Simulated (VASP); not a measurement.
Write the native input for VASP 6.6.1 that does the following.

```
Task                   : relaxation of cell and atoms
Functional             : r2SCAN
Potentials or basis    : VASP PAW PBE potentials, release 64 (In_d, Pd)
Cutoff                 : 600 eV
k mesh                 : 14 × 14 × 14
Occupations            : gaussian, width 0.005 eV
Spin                   : no spin polarisation
Dipole correction      : no
Further INCAR settings : ALGO = Normal; EDIFF = 1e-06; IBRION = 2; EDIFFG = -0.002; NSW = 100; ISIF = 3
```

InPd:

```
In Pd
1.0
     3.27188    0.00000    0.00000
     0.00000    3.27188    0.00000
     0.00000    0.00000    3.27188
In Pd
1 1
Direct
  0.00000 0.00000 0.00000
  0.50000 0.50000 0.50000
```

One way to write it, as run:

POSCAR

```
InPd
1.0
    3.2718847800      0.0000000000      0.0000000000
    0.0000000000      3.2718847800      0.0000000000
    0.0000000000      0.0000000000      3.2718847800
In Pd
1 1
Direct
    0.0000000000      0.0000000000      0.0000000000
    0.5000000000      0.5000000000      0.5000000000
```

INCAR.step1

```
SYSTEM = InPd
ALGO = Normal ; EDIFF = 1E-4
ENCUT = 600 ; GGA = PE
ISMEAR = 0 ; LASPH = .TRUE.
LCHARG = .FALSE. ; LREAL = .FALSE.
LWAVE = .TRUE. ; NELM = 60
PREC = Accurate ; SIGMA = 0.005
```

INCAR.step2

```
SYSTEM = InPd
ALGO = Normal ; EDIFF = 1E-6
EDIFFG = -0.002 ; ENCUT = 600
IBRION = 2 ; ISIF = 3
ISMEAR = 0 ; ISTART = 1
LASPH = .TRUE. ; LCHARG = .FALSE.
LMIXTAU = .TRUE. ; LREAL = .FALSE.
LWAVE = .FALSE. ; METAGGA = R2SCAN
NELM = 60 ; NSW = 100
PREC = Accurate ; SIGMA = 0.005
```

KPOINTS

```
k-points
0
G
  14 14 14
  0 0 0
```

Potentials or basis: VASP PAW PBE potentials, release 64 (In_d, Pd).

Run with:

```sh
$ cat potpaw_PBE.64/In_d/POTCAR potpaw_PBE.64/Pd/POTCAR > POTCAR
$ cp INCAR.step1 INCAR
$ mpirun -np 1 vasp_std > vasp.out
$ cp INCAR.step2 INCAR
$ mpirun -np 1 vasp_std > vasp.out
```

Results of the run:

The relaxed volume is 17.51 Å³/atom, the relaxed cell is a = 3.272 Å, b = 3.272 Å, c = 3.272 Å, α = 90.00°, β = 90.00°, γ = 90.00° and the space group after relaxing (to 0.05 Å) is Pm-3m (No. 221). The energy gained by relaxing is 0.0 meV/atom and the ionic steps are 3. The pressure after relaxing is 0.0 GPa.

Caveat: the PAW data sets were made with another functional, which shifts forces and pressure a little.

Run time: 5.2 min on 1 thread of AMD EPYC 9R45 96-Core Processor (Zen 5) (shared host), peak memory 0.2 GiB.
